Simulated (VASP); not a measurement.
# Si (P6_3/mmc) in VASP: further runs

The runs below take Si through single point, with LDA.

Program: VASP 6.6.1. These are calculated values, not measurements. Logs are shortened: lines on timing, memory, paths and dates and some standing lists are left out, and cuts for length are marked.

### 1 The cell of the first run

Symmetry: P6_3/mmc, No. 194, hexagonal system. Conventional cell: a = 3.831 Å, b = 3.831 Å, c = 6.333 Å, α = 90.00°, β = 90.00°, γ = 120.00°. Si (site symmetry 3m) has 4 Si at 2.35 to 2.37 Å within 3.1 Å.

### 2 Single point, LDA

The input, INCAR:

```
ALGO = Normal ; EDIFF = 1E-6
ENCUT = 520 ; ISIF = 2
ISMEAR = 0 ; LASPH = True
LCHARG = False ; LREAL = False
LWAVE = False ; NBANDS = 16
NELM = 100 ; PREC = Accurate
SIGMA = 0.03
```

The input, KPOINTS:

```
k-points
0
Gamma
  12 12 6
```

The input, POSCAR:

```
Si
1.0
    3.8313174605      0.0000000000      0.0000000000
   -1.9156587303      3.3180182508      0.0000000000
    0.0000000000      0.0000000000      6.3326220002
Si
4
Direct
    0.3333333333      0.6666666667      0.0630095000
    0.6666666667      0.3333333333      0.5630095000
    0.3333333333      0.6666666667      0.4369905000
    0.6666666667      0.3333333333      0.9369905000
```

Potentials or basis: VASP PAW LDA potentials, release 64 (Si).

Started as:

```console
$ cat potpaw_LDA.64/Si/POTCAR > POTCAR
$ mpirun -np 1 vasp_std > vasp.out
```

OUTCAR:

```text
EDIFF = 1E-6
   ENCUT = 520
   ISIF = 2
   ISMEAR = 0
   LASPH = True
   LREAL = False
   NELM = 100
   PREC = Accurate

 ion  position               nearest neighbor table
   1  0.333  0.667  0.063-   4 2.35   4 2.35   4 2.35   3 2.37
   2  0.667  0.333  0.563-   3 2.35   3 2.35   3 2.35   4 2.37
   3  0.333  0.667  0.437-   2 2.35   2 2.35   2 2.35   1 2.37
   4  0.667  0.333  0.937-   1 2.35   1 2.35   1 2.35   2 2.37

  LATTYP: Found a hexagonal cell.
 ALAT       =     3.8313174605
 C/A-ratio  =     1.6528575524

  Lattice vectors:

 A1 = (   3.8313174605,   0.0000000000,   0.0000000000)
 A2 = (  -1.9156587303,   3.3180182508,   0.0000000000)
 A3 = (   0.0000000000,   0.0000000000,   6.3326220002)

Analysis of symmetry for initial positions (statically):
=====================================================================
 Subroutine PRICEL returns:
 Original cell was already a primitive cell.

 Routine SETGRP: Setting up the symmetry group for a
 hexagonal supercell.

 Subroutine GETGRP returns: Found 24 space group operations
 (whereof 12 operations were pure point group operations)
 out of a pool of 24 trial point group operations.

The static configuration has the point symmetry D_3d.
 The point group associated with its full space group is D_6h.

Analysis of symmetry for dynamics (positions and initial velocities):
=====================================================================
 Subroutine PRICEL returns:
 Original cell was already a primitive cell.

 Routine SETGRP: Setting up the symmetry group for a
 hexagonal supercell.

 Subroutine GETGRP returns: Found 24 space group operations
 (whereof 12 operations were pure point group operations)
 out of a pool of 24 trial point group operations.

The dynamic configuration has the point symmetry D_3d.
 The point group associated with its full space group is D_6h.

 Subroutine INISYM returns: Found 24 space group operations
 (whereof 12 operations are pure point group operations),
 and found     1 'primitive' translations

----------------------------------------------------------------------------------------

                                     Primitive cell

  volume of cell :      80.5027

  direct lattice vectors                    reciprocal lattice vectors
     3.831317461  0.000000000  0.000000000     0.261006823  0.150692360  0.000000000
    -1.915658730  3.318018251  0.000000000     0.000000000  0.301384720  0.000000000
     0.000000000  0.000000000  6.332622000     0.000000000  0.000000000  0.157912473

  length of vectors
     3.831317461  3.831317461  6.332622000     0.301384720  0.301384720  0.157912473

  position of ions in fractional coordinates (direct lattice)
     0.333333333  0.666666667  0.063009500
     0.666666667  0.333333333  0.563009500
     0.333333333  0.666666667  0.436990500
     0.666666667  0.333333333  0.936990500

  ion indices of the primitive-cell ions
   primitive index   ion index
                 1           1
                 2           2
                 3           3
                 4           4

----------------------------------------------------------------------------------------

 KPOINTS: k-points

Automatic generation of k-mesh.
 Grid dimensions read from file:
 generate k-points for:   12   12    6

 Generating k-lattice:

  Cartesian coordinates                     Fractional coordinates (reciprocal lattice)
     0.021750569  0.012557697  0.000000000     0.083333333  0.000000000  0.000000000
     0.000000000  0.025115393  0.000000000     0.000000000  0.083333333  0.000000000
     0.000000000  0.000000000  0.026318745     0.000000000  0.000000000  0.166666667

  Length of vectors
     0.025115393  0.025115393  0.026318745

  Shift w.r.t. Gamma in fractional coordinates (k-lattice)
     0.000000000  0.000000000  0.000000000

 Subroutine IBZKPT returns following result:
 ===========================================

 Found     76 irreducible k-points:

 Following reciprocal coordinates:
            Coordinates               Weight
  0.000000  0.000000  0.000000      1.000000
  0.083333  0.000000  0.000000      6.000000
  0.166667  0.000000  0.000000      6.000000
  0.250000  0.000000  0.000000      6.000000
  0.333333  0.000000  0.000000      6.000000
  0.416667  0.000000  0.000000      6.000000
[... 16 lines left out ...]
  0.250000  0.000000  0.166667     12.000000
  0.333333  0.000000  0.166667     12.000000
 [... further k-points ...]
   k-points           NKPTS =     76   k-points in BZ     NKDIM =     76   number of bands    NBANDS=     16
   number of dos      NEDOS =    301   number of ions     NIONS =      4
   total plane-waves  NPLWV =  37632
   dimension x,y,z NGX =    28 NGY =   28 NGZ =   48
   dimension x,y,z NGXF=    56 NGYF=   56 NGZF=   96
   ions per type =               4
   NGX,Y,Z   is equivalent  to a cutoff of  12.15, 12.15, 12.60 a.u.
   NGXF,Y,Z  is equivalent  to a cutoff of  24.30, 24.30, 25.20 a.u.
 SYSTEM =  unknown system
   PREC   = accura    normal or accurate (medium, high low for compatibility)
   ISTART =      0    job   : 0-new  1-cont  2-samecut
   ICHARG =      2    charge: 1-file 2-atom 10-const
   ISPIN  =      1    spin polarized calculation?
   LNONCOLLINEAR =      F non collinear calculations
   LSORBIT =      F    spin-orbit coupling
   LASPH  =      T    aspherical Exc in radial PAW
   ENCUT  =  520.0 eV  38.22 Ry    6.18 a.u.   7.12  7.12 11.77*2*pi/ulx,y,z
   NELM   =    100;   NELMIN=  2; NELMDL= -5     # of ELM steps
   EDIFF  = 0.1E-05   stopping-criterion for ELM
   LREAL  =      F    real-space projection
   EDIFFG = 0.1E-04   stopping-criterion for IOM
   NSW    =      0    number of steps for IOM
   IBRION =     -1    ionic relax: 0-MD 1-quasi-New 2-CG
   NFREE  =      0    steps in history (QN), initial steepest desc. (CG)
   ISIF   =      2    stress and relaxation
   ISYM   =      2    0-nonsym 1-usesym 2-fastsym
   POTIM  = 0.5000    time-step for ionic-motion
   TEBEG  =    0.0;   TEEND  =   0.0 temperature during run
   PSTRESS=    0.0 pullay stress
   NELECT =      16.0000    total number of electrons
   NUPDOWN=      -1.0000    fix difference up-down
   EMIN   =  10.00;   EMAX   =-10.00  energy-range for DOS
   EFERMI =   0.00;   METHOD = LEGACY
   ISMEAR =     0;   SIGMA  =   0.03  broadening in eV -4-tet -1-fermi 0-gaus
   EFERMI_NEDOS =   21; number of points for ismear=-14 and -15
   IALGO  =     38    algorithm
   IMIX   =      4    mixing-type and parameters
     AMIX     =   0.40;   BMIX     =  1.00
     AMIX_MAG =   1.60;   BMIX_MAG =  1.00
  volume/ion in A,a.u.               =      20.13       135.81
  Fermi-wavevector in a.u.,A,eV,Ry     =   0.955384  1.805414 12.418837  0.912759
  Thomas-Fermi vector in A             =   2.084217
   LORBIT       =      0    0 simple, 1 ext, 2 COOP (PROOUT), +10 PAW based schemes
   GGA     = CA    functional components
   LHFCALC =     F    Hartree Fock is set to
   AEXX    =    0.0000 exact exchange contribution
   IVDW    =     0    specifies the selected vdW correction
   LEPSILON=     F    determine dielectric tensor
   LRPA    =     F    only Hartree local field effects (RPA)
 non-spin polarized calculation
 Gauss-broadening in eV      SIGMA  =   0.03
  energy-cutoff  :      520.00
  volume of cell :       80.50
 maximum number of plane-waves:      2208
   NGX = 15   NGY = 15   NGZ = 23

 number of electron      15.9999999 magnetization

 Free energy of the ion-electron system (eV)
  ---------------------------------------------------
  ext. energy  EPLUGINS =         0.00000000
  ---------------------------------------------------
  free energy    TOTEN  =       -23.78947496 eV

  energy without entropy =      -23.78947496  energy(sigma->0) =      -23.78947496

 E-fermi :   6.0945     XC(G=0):  -9.5821

 val. band max:        5.9692322740   @ k =   0.0000   0.0000   0.0000
 cond. band min:       6.2818324554   @ k =   0.5000   0.0000   0.0000
 fundamental gap:      0.3126001814
 Fermi energy:         6.0945448841

 k-point     1 :       0.0000    0.0000    0.0000
  band No.  band energies     occupation
      1      -6.2197      2.00000
      2      -3.9302      2.00000
      3      -1.2670      2.00000
      4       4.4552      2.00000
      5       4.4552      2.00000
      6       5.6176      2.00000
[... 8 lines left out ...]
     15      10.1044      0.00000
     16      11.8781      0.00000

 k-point     2 :       0.0833    0.0000    0.0000
  band No.  band energies     occupation
      1      -6.1388      2.00000
      2      -3.8478      2.00000
      3      -1.2227      2.00000
      4       3.7537      2.00000
      5       4.2844      2.00000
      6       5.3384      2.00000
[... 8 lines left out ...]
     15      10.4140      0.00000
     16      11.3485      0.00000

 k-point     3 :       0.1667    0.0000    0.0000
  band No.  band energies     occupation
      1      -5.8982      2.00000
      2      -3.6023      2.00000
      3      -1.1168      2.00000
      4       2.5611      2.00000
      5       3.9065      2.00000
      6       4.1078      2.00000
[... 8 lines left out ...]
     15      11.2288      0.00000
     16      11.5626      0.00000

 k-point     4 :       0.2500    0.0000    0.0000
  band No.  band energies     occupation
      1      -5.5055      2.00000
      2      -3.2001      2.00000
      3      -1.0735      2.00000
      4       1.5246      2.00000
      5       2.7987      2.00000
      6       3.5091      2.00000
[... 8 lines left out ...]
     15      11.9843      0.00000
     16      12.3687      0.00000
[... 324 lines left out ...]
 k-point    22 :       0.1667    0.0000    0.1667
  band No.  band energies     occupation
      1      -5.8088      2.00000
      2      -3.9344      2.00000
      3      -0.6348      2.00000
      4       2.6578      2.00000
      5       3.6906      2.00000
      6       3.9786      2.00000
[... 8 lines left out ...]
     15      11.0702      0.00000
     16      11.4699      0.00000

 k-point    23 :       0.2500    0.0000    0.1667
  band No.  band energies     occupation
      1      -5.4167      2.00000
      2      -3.5438      2.00000
      3      -0.6376      2.00000
      4       1.6770      2.00000
      5       2.4650      2.00000
      6       3.5824      2.00000
[... 8 lines left out ...]
     15      12.0177      0.00000
     16      12.2555      0.00000

 k-point    24 :       0.3333    0.0000    0.1667
  band No.  band energies     occupation
      1      -4.8930      2.00000
      2      -3.0326      2.00000
      3      -1.0498      2.00000
      4       1.2391      2.00000
      5       1.3478      2.00000
      6       3.2627      2.00000
[... 8 lines left out ...]
     15      13.0401      0.00000
     16      13.0629      0.00000

 [... further k-points ...]

------------------------ aborting loop because EDIFF is reached ----------------------------------------

  FORCE on cell =-STRESS in cart. coord.  units (eV):
  Direction    XX          YY          ZZ          XY          YZ          ZX
  --------------------------------------------------------------------------------------
  -------------------------------------------------------------------------------------
  Total       -1.0285915     -1.0285915     -0.9626048      0.0000000      0.0000000      0.0000000
  in kB      -20.4711872    -20.4711872    -19.1579098      0.0000000      0.0000000      0.0000000
  external PRESSURE =     -20.0334281 kB  Pullay stress =       0.0000000 kB

 VOLUME and BASIS-vectors are now :
 -----------------------------------------------------------------------------
  energy-cutoff  :      520.00
  volume of cell :       80.50
      direct lattice vectors                 reciprocal lattice vectors
     3.831317461  0.000000000  0.000000000     0.261006823  0.150692360  0.000000000
    -1.915658730  3.318018251  0.000000000     0.000000000  0.301384720  0.000000000
     0.000000000  0.000000000  6.332622000     0.000000000  0.000000000  0.157912473

 POSITION                                       TOTAL-FORCE (eV/Angst)
 -----------------------------------------------------------------------------------
     -0.00000      2.21201      0.39902        -0.000000      0.000000     -0.012655
      1.91566      1.10601      3.56533        -0.000000      0.000000     -0.012655
     -0.00000      2.21201      2.76730         0.000000     -0.000000      0.012655
      1.91566      1.10601      5.93361         0.000000      0.000000      0.012655
 -----------------------------------------------------------------------------------
    total drift:                                0.000000     -0.000000      0.000000

  FREE ENERGIE OF THE ION-ELECTRON SYSTEM (eV)
  ---------------------------------------------------
  free  energy   TOTEN  =       -23.7894749648 eV

  energy  without entropy=      -23.7894749648  energy(sigma->0) =      -23.78947496
```

It took 32 s on 1 thread of AMD EPYC 9R45 (Zen 5), shared host; peak memory 0.16 GiB.

Results:

```
Free energy            : -23.7895 eV
Pressure               : -2.0 GPa
Largest force          : 0.013 eV/Å
Band gap on the k mesh : 0.31 eV, indirect (least direct gap 0.93 eV)
```

Forces in eV/Å, atoms in the order of the input:
```
Si   0.000  0.000 -0.013
Si   0.000  0.000 -0.013
Si   0.000  0.000  0.013
Si   0.000  0.000  0.013
```

### 3 Single point, LDA

The input, INCAR:

```
SYSTEM = Si
ALGO = Normal ; EDIFF = 1E-6
ENCUT = 520 ; ISIF = 2
ISMEAR = 0 ; LASPH = .TRUE.
LCHARG = .FALSE. ; LREAL = .FALSE.
LWAVE = .FALSE. ; NBANDS = 16
NELM = 100 ; PREC = Accurate
SIGMA = 0.03
```

The input, KPOINTS:

```
k-points
0
G
  12 12 6
  0 0 0
```

POSCAR is that of step 2.

Potentials or basis: VASP PAW LDA potentials, release 64 (Si).

Started as:

```console
$ cat potpaw_LDA.64/Si/POTCAR > POTCAR
$ mpirun -np 1 vasp_std > vasp.out
```

Wall time 91 s (1 thread of AMD EPYC 7R43 (Zen 3), shared host); peak memory 0.16 GiB.

The run converged. Its results:

| Item | Value |
| --- | --- |
| Free energy | -23.7895 eV |
| Pressure | -2.0 GPa |
| Largest force | 0.013 eV/Å |
| Band gap on the k mesh | 0.31 eV, indirect (least direct gap 0.93 eV) |

Forces on the atoms (eV/Å):
```
Si   0.000  0.000 -0.013
Si   0.000  0.000 -0.013
Si   0.000  0.000  0.013
Si   0.000  0.000  0.013
```

Stress tensor (GPa, compression positive):
```
-2.05  0.00  0.00
 0.00 -2.05  0.00
 0.00  0.00 -1.92
```

Levels at points of the mesh, in eV from the valence-band top:
| k point | band 6 | band 7 | band 8 | band 9 | band 10 | band 11 |
| --- | --- | --- | --- | --- | --- | --- |
| (0.00, 0.00, 0.00) | -0.35 | 0.00 | 0.00 | 0.93 | 1.96 | 1.96 |
| (0.50, 0.00, 0.00) | -3.05 | -3.01 | -1.43 | 0.31 | 2.26 | 2.89 |
| (0.00, 0.00, 0.50) | -0.92 | -0.92 | -0.92 | 1.71 | 1.71 | 2.94 |
| (0.50, 0.00, 0.50) | -2.46 | -2.42 | -2.42 | 0.81 | 0.81 | 1.59 |

A k mesh can miss the band edges.
